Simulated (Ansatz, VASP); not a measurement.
**One calculation of BeTe, two programs**

```
CELL_PARAMETERS angstrom
0.00000 2.77000 2.77000
2.77000 0.00000 2.77000
2.77000 2.77000 0.00000
ATOMIC_POSITIONS crystal
Te 0.75000 0.75000 0.75000
Be 0.00000 0.00000 0.00000
```

Alike in both runs: task relaxation of cell and atoms; functional PBEsol; dispersion D3(BJ); k mesh 8 × 8 × 8; occupations fermi-dirac, width 0.05 eV; no spin polarisation.

|  | VASP | Ansatz |
| --- | --- | --- |
| version | VASP 6.6.1 | Ansatz 0.2.0 |
| potentials or method | VASP PAW PBE potentials, release 64 (Te, Be), cutoff 600 eV | all-electron LAPW, scalar-relativistic |

VASP gave:

```
relaxed volume (Å³/atom)                                     : 21.25
relaxed cell length with the largest relative difference (Å) : 3.917
```

**Question.** Which values does Ansatz return?

**Answer.** Relaxed volume (Å³/atom): 21.19; relaxed cell length with the largest relative difference (Å): 3.914.

VASP's potentials were made for PBE, not for PBEsol. Ansatz ran all-electron here, and VASP with PAW potentials.

Spin-orbit coupling is off throughout. Noted on VASP's run: the relaxation stopped at its first step, so nothing moved.
